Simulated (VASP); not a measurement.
# Yb (P6_3/mmc) in VASP: a series of runs, part 2 of 2

VASP 6.6.1.

## (3) Single point, LDA, collinear spin, ferromagnetic start

This run uses another cell than the first one, of 28.93 Å³/atom.

File INCAR:

```
PREC = Accurate
ENCUT = 520
EDIFF = 1E-6
ISMEAR = -1
SIGMA = 0.05
LREAL = F
LASPH = T
NELM = 150
ALGO = Normal
ISIF = 2
LWAVE = F
LCHARG = F
ISPIN = 2
MAGMOM = 1 1
LORBIT = 11
LMAXMIX = 6
GGA = CA
NBANDS = 35
```

File KPOINTS:

```
Automatic mesh
0
Gamma
  6 6 3
```

File POSCAR:

```
Yb
1.0
    3.4547629388      0.0000000000      0.0000000000
   -1.7273814694      2.9919124690      0.0000000000
    0.0000000000      0.0000000000      5.5971227197
Yb
2
Direct
    0.6666666667      0.3333333333      0.7500000000
    0.3333333333      0.6666666667      0.2500000000
```

Potentials or basis: VASP PAW PBE potentials, release 64 (Yb).

Command:

```sh
$ cat potpaw_PBE.64/Yb/POTCAR > POTCAR
$ mpirun -np 1 vasp_std > vasp.out
```

OUTCAR:

```text
PREC = Accurate
   ENCUT = 520
   EDIFF = 1E-6
   ISMEAR = -1
   LREAL = F
   LASPH = T
   NELM = 150
   ISIF = 2
   ISPIN = 2
   LORBIT = 11
   GGA = CA

 ion  position               nearest neighbor table
   1  0.667  0.333  0.750-   2 3.44   2 3.44   2 3.44   2 3.44   2 3.44   2 3.44
   2  0.333  0.667  0.250-   1 3.44   1 3.44   1 3.44   1 3.44   1 3.44   1 3.44

  LATTYP: Found a hexagonal cell.
 ALAT       =     3.4547629388
 C/A-ratio  =     1.6201177386

  Lattice vectors:

 A1 = (   3.4547629388,   0.0000000000,   0.0000000000)
 A2 = (  -1.7273814694,   2.9919124690,   0.0000000000)
 A3 = (   0.0000000000,   0.0000000000,   5.5971227197)

Analysis of symmetry for initial positions (statically):
=====================================================================
 Subroutine PRICEL returns:
 Original cell was already a primitive cell.

 Routine SETGRP: Setting up the symmetry group for a
 hexagonal supercell.

 Subroutine GETGRP returns: Found 24 space group operations
 (whereof 12 operations were pure point group operations)
 out of a pool of 24 trial point group operations.

The static configuration has the point symmetry D_3d.
 The point group associated with its full space group is D_6h.

Analysis of symmetry for dynamics (positions and initial velocities):
=====================================================================
 Subroutine PRICEL returns:
 Original cell was already a primitive cell.

 Routine SETGRP: Setting up the symmetry group for a
 hexagonal supercell.

 Subroutine GETGRP returns: Found 24 space group operations
 (whereof 12 operations were pure point group operations)
 out of a pool of 24 trial point group operations.

The dynamic configuration has the point symmetry D_3d.
 The point group associated with its full space group is D_6h.

Analysis of structural, dynamic, and magnetic symmetry:
=====================================================================
 Subroutine PRICEL returns:
 Original cell was already a primitive cell.

 Routine SETGRP: Setting up the symmetry group for a
 hexagonal supercell.

 Subroutine GETGRP returns: Found 24 space group operations
 (whereof 12 operations were pure point group operations)
 out of a pool of 24 trial point group operations.

The overall configuration has the point symmetry D_3d.
 The point group associated with its full space group is D_6h.

 Subroutine INISYM returns: Found 24 space group operations
 (whereof 12 operations are pure point group operations),
 and found     1 'primitive' translations

----------------------------------------------------------------------------------------

                                     Primitive cell

  volume of cell :      57.8538

  direct lattice vectors                    reciprocal lattice vectors
     3.454762939  0.000000000  0.000000000     0.289455461  0.167117188  0.000000000
    -1.727381469  2.991912469  0.000000000     0.000000000  0.334234377  0.000000000
[... 64 lines left out ...]
 SYSTEM =  unknown system
   PREC   = accura    normal or accurate (medium, high low for compatibility)
   ISTART =      0    job   : 0-new  1-cont  2-samecut
   ICHARG =      2    charge: 1-file 2-atom 10-const
   ISPIN  =      2    spin polarized calculation?
   LNONCOLLINEAR =      F non collinear calculations
   LSORBIT =      F    spin-orbit coupling
   LASPH  =      T    aspherical Exc in radial PAW
   ENCUT  =  520.0 eV  38.22 Ry    6.18 a.u.   6.42  6.42 10.41*2*pi/ulx,y,z
   NELM   =    150;   NELMIN=  2; NELMDL= -5     # of ELM steps
   EDIFF  = 0.1E-05   stopping-criterion for ELM
   LREAL  =      F    real-space projection
   EDIFFG = 0.1E-04   stopping-criterion for IOM
   NSW    =      0    number of steps for IOM
   IBRION =     -1    ionic relax: 0-MD 1-quasi-New 2-CG
   NFREE  =      0    steps in history (QN), initial steepest desc. (CG)
   ISIF   =      2    stress and relaxation
   ISYM   =      2    0-nonsym 1-usesym 2-fastsym
   POTIM  = 0.5000    time-step for ionic-motion
   TEBEG  =    0.0;   TEEND  =   0.0 temperature during run
   PSTRESS=    0.0 pullay stress
   NELECT =      48.0000    total number of electrons
   NUPDOWN=      -1.0000    fix difference up-down
   EMIN   =  10.00;   EMAX   =-10.00  energy-range for DOS
   EFERMI =   0.00;   METHOD = LEGACY
   ISMEAR =    -1;   SIGMA  =   0.05  broadening in eV -4-tet -1-fermi 0-gaus
   EFERMI_NEDOS =   21; number of points for ismear=-14 and -15
   IALGO  =     38    algorithm
   IMIX   =      4    mixing-type and parameters
     AMIX     =   0.40;   BMIX     =  1.00
     AMIX_MAG =   1.60;   BMIX_MAG =  1.00
  volume/ion in A,a.u.               =      28.93       195.21
  Fermi-wavevector in a.u.,A,eV,Ry     =   1.538313  2.906989 32.196902  2.366406
  Thomas-Fermi vector in A             =   2.644699
   LORBIT       =     11    0 simple, 1 ext, 2 COOP (PROOUT), +10 PAW based schemes
   GGA     = CA    functional components
   LHFCALC =     F    Hartree Fock is set to
   AEXX    =    0.0000 exact exchange contribution
   IVDW    =     0    specifies the selected vdW correction
   LEPSILON=     F    determine dielectric tensor
   LRPA    =     F    only Hartree local field effects (RPA)
 spin polarized calculation
  energy-cutoff  :      520.00
  volume of cell :       57.85
 maximum number of plane-waves:      1578
 NGX is ok and might be reduce to    28
   NGX = 13   NGY = 13   NGZ = 21

 number of electron      48.0000007 magnetization       0.0000077

 number of electron      48.0000007 magnetization      -0.0019911

 Free energy of the ion-electron system (eV)
  ---------------------------------------------------
  ext. energy  EPLUGINS =         0.00000000
  ---------------------------------------------------
  free energy    TOTEN  =        -8.37704495 eV

  energy without entropy =       -8.34688209  energy(sigma->0) =       -8.36196352

 E-fermi :   1.9190     XC(G=0): -10.7925

 val. band max:        1.9043054845   @ k =   0.1667   0.1667   0.0000
 cond. band min:       1.9700869398   @ k =   0.3333   0.0000   0.0000
 fundamental gap:      0.0657814553
 Fermi energy:         1.9190024460

 spin component 1

 k-point     1 :       0.0000    0.0000    0.0000
  band No.  band energies     occupation
      1     -49.3198      1.00000
      2     -49.2713      1.00000
      3     -22.2121      1.00000
      4     -21.5949      1.00000
      5     -21.5949      1.00000
      6     -21.4988      1.00000
[... 521 lines left out ...]
     34       9.5648      0.00000
     35      12.4325      0.00000
 Fermi energy:         1.9190024460

 spin component 2

 k-point     1 :       0.0000    0.0000    0.0000
  band No.  band energies     occupation
      1     -49.3202      1.00000
      2     -49.2717      1.00000
      3     -22.2123      1.00000
      4     -21.5952      1.00000
      5     -21.5952      1.00000
      6     -21.4991      1.00000
[... 521 lines left out ...]
     34       9.5648      0.00000
     35      12.4514      0.00000

------------------------ aborting loop because EDIFF is reached ----------------------------------------

  FORCE on cell =-STRESS in cart. coord.  units (eV):
  Direction    XX          YY          ZZ          XY          YZ          ZX
  --------------------------------------------------------------------------------------
  -------------------------------------------------------------------------------------
  Total       -0.4034255     -0.4034255     -0.3852063      0.0000000      0.0000000      0.0000000
  in kB      -11.1722851    -11.1722851    -10.6677289      0.0000000      0.0000000      0.0000000
  external PRESSURE =     -11.0040997 kB  Pullay stress =       0.0000000 kB

 VOLUME and BASIS-vectors are now :
 -----------------------------------------------------------------------------
  energy-cutoff  :      520.00
  volume of cell :       57.85
      direct lattice vectors                 reciprocal lattice vectors
     3.454762939  0.000000000  0.000000000     0.289455461  0.167117188  0.000000000
    -1.727381469  2.991912469  0.000000000     0.000000000  0.334234377  0.000000000
     0.000000000  0.000000000  5.597122720     0.000000000  0.000000000  0.178663226

 POSITION                                       TOTAL-FORCE (eV/Angst)
 -----------------------------------------------------------------------------------
      1.72738      0.99730      4.19784         0.000000     -0.000000      0.000000
     -0.00000      1.99461      1.39928        -0.000000      0.000000      0.000000
 -----------------------------------------------------------------------------------
    total drift:                               -0.000000      0.000000      0.000000

  FREE ENERGIE OF THE ION-ELECTRON SYSTEM (eV)
  ---------------------------------------------------
  free  energy   TOTEN  =        -8.3770449534 eV

  energy  without entropy=       -8.3468820921  energy(sigma->0) =       -8.36196352

 total charge

# of ion       s       p       d       f       tot
--------------------------------------------------
    1        2.251   5.953   0.401  13.559  22.164
    2        2.251   5.953   0.401  13.559  22.164
--------------------------------------------------
tot          4.502  11.905   0.802  27.117  44.327

 magnetization (x)

# of ion       s       p       d       f       tot
--------------------------------------------------
    1       -0.000   0.000   0.000  -0.000  -0.000
    2       -0.000   0.000   0.000  -0.000  -0.000
--------------------------------------------------
tot         -0.000   0.000   0.000  -0.001  -0.001
```

OSZICAR:

```text
N       E                     dE             d eps       ncg     rms          rms(c)
DAV:   1     0.305614711692E+03    0.30561E+03   -0.14789E+04  2928   0.881E+03
DAV:   2     0.543775803138E+02   -0.25124E+03   -0.23207E+03  2763   0.866E+02
[... 23 lines left out ...]
DAV:  26    -0.837809970980E+01   -0.19246E-03   -0.12449E-04  3279   0.407E-01    0.208E+00
DAV:  27    -0.837730252538E+01    0.79718E-03   -0.42933E-04  2946   0.791E-01    0.783E-01
DAV:  28    -0.837711055250E+01    0.19197E-03   -0.26974E-04  3133   0.485E-01    0.364E-01
DAV:  29    -0.837704412224E+01    0.66430E-04   -0.14744E-04  3289   0.358E-01    0.394E-01
DAV:  30    -0.837704549347E+01   -0.13712E-05   -0.68251E-05  3672   0.147E-01    0.187E-01
DAV:  31    -0.837704526963E+01    0.22384E-06   -0.14854E-05  2831   0.471E-02    0.167E-01
DAV:  32    -0.837704495336E+01    0.31627E-06   -0.35928E-07  1365   0.380E-02
   1 F= -.83770450E+01 E0= -.83619635E+01  d E =-.301629E-01  mag=     0.0044
```

stdout:

```text
POSCAR found type information on POSCAR Yb
 POSCAR found :  1 types and       2 ions
 scaLAPACK will be used
 -----------------------------------------------------------------------------
|                                                                             |
|                                                                             |
|     You enforced a specific xc type in the INCAR file but a different       |
|     I HOPE YOU KNOW WHAT YOU ARE DOING!                                     |
|                                                                             |
 -----------------------------------------------------------------------------

 LDA part: xc-table for (Slater(with rela. corr.)+CA(PZ))
 , standard interpolation
 POSCAR, INCAR and KPOINTS ok, starting setup
 FFT: planning ... GRIDC
 FFT: planning ... GRID_SOFT
 FFT: planning ... GRID
 WAVECAR not read
 entering main loop
```

Run time: 1.7 min. Hardware: 1 thread of Intel Xeon 6975P-C (Granite Rapids), shared host; peak memory 0.19 GiB.

What came out:

- Free energy: -8.3770 eV
- Pressure: -1.1 GPa
- Band gap on the k mesh: zero (filled and empty bands overlap)
- Net moment: 0.00 μB per cell
- Valence electrons inside the program's atomic spheres: Yb 22.16

Caveat: the k points lie up to 0.37 Å⁻¹ apart; the PAW data sets were made with another functional, which shifts forces and pressure a little; spin-orbit coupling is left out, which moves the levels of the heavy elements.

## (4) Single point, PBEsol, collinear spin, ferromagnetic start

This run uses another cell than the first one, of 31.80 Å³/atom.

File INCAR:

```
PREC = Accurate
ENCUT = 520
EDIFF = 1E-6
ISMEAR = -1
SIGMA = 0.05
LREAL = False
LASPH = True
NELM = 150
ALGO = Normal
ISIF = 2
LWAVE = False
LCHARG = False
ISPIN = 2
MAGMOM = 1 1
LORBIT = 11
LMAXMIX = 6
GGA = PS
NBANDS = 35
```

File KPOINTS:

```
regular mesh
0
Gamma
  6 6 3
```

File POSCAR:

```
Yb
1.0
    3.5607796387      0.0000000000      0.0000000000
   -1.7803898194      3.0837256244      0.0000000000
    0.0000000000      0.0000000000      5.7920776699
Yb
2
Direct
    0.6666666667      0.3333333333      0.7500000000
    0.3333333333      0.6666666667      0.2500000000
```

Command:

```sh
$ cat potpaw_PBE.64/Yb/POTCAR > POTCAR
$ mpirun -np 1 vasp_std > vasp.out
```

Run time: 9.2 min. Hardware: 1 thread of Intel Xeon 6975P-C (Granite Rapids), shared host; peak memory 0.25 GiB.

It converged, with:

* Free energy: -7.8342 eV
* Pressure: 0.1 GPa
* Band gap on the k mesh: zero (filled and empty bands overlap)
* Net moment: 0.00 μB per cell
* Valence electrons inside the program's atomic spheres: Yb 22.14

Levels at points of the mesh, in eV from the Fermi level:
Spin up:
```tsv
k point	band 20	band 21	band 22	band 23	band 24	band 25	band 26	band 27	band 28	band 29
(0.00, 0.00, 0.00)	-0.38	-0.33	-0.33	-0.30	-0.29	0.76	2.95	2.95	2.99	3.63
(0.50, 0.00, 0.00)	-0.35	-0.34	-0.34	-0.32	-0.30	-0.14	0.29	1.97	2.74	2.76
```
Spin down:
```csv
k point,band 21,band 22,band 23,band 24,band 25,band 26,band 27,band 28
"(0.00, 0.00, 0.00)",-0.33,-0.33,-0.30,-0.29,0.76,2.95,2.95,2.99
"(0.50, 0.00, 0.00)",-0.34,-0.34,-0.33,-0.30,-0.14,0.29,1.98,2.74
```

Caveat: the k points lie up to 0.36 Å⁻¹ apart; the PAW data sets were made with another functional, which shifts forces and pressure a little; spin-orbit coupling is left out, which moves the levels of the heavy elements.

## (5) Summary

| level | cell | k mesh | gap on the mesh (eV) | pressure (GPa) | moment (μB) |
| --- | --- | --- | --- | --- | --- |
| LDA | a = 3.880, b = 3.880, c = 6.386 Å, angles 90.0, 90.0, 120.0°, 2 atoms | 8 × 8 × 4 | none | -5.2 | 0.00 |
| LDA | a = 3.455, b = 3.455, c = 5.597 Å, angles 90.0, 90.0, 120.0°, 2 atoms | 6 × 6 × 3 | none | -1.1 | 0.00 |
| PBEsol | a = 3.561, b = 3.561, c = 5.792 Å, angles 90.0, 90.0, 120.0°, 2 atoms | 6 × 6 × 3 | none | 0.1 | 0.00 |

Alike in all rows: task single point; potentials or basis VASP PAW PBE potentials, release 64 (Yb); spin collinear, ferromagnetic start; cutoff (eV) 520; smearing fermi-dirac 0.05 eV.

Caveats: some runs use coarse meshes; the PAW data sets were made with another functional, which shifts forces and pressure a little; spin-orbit coupling is left out, which moves the levels of the heavy elements; the cell stands under tension (at least some runs).

Absolute energies hang on the potentials; compare differences alone.
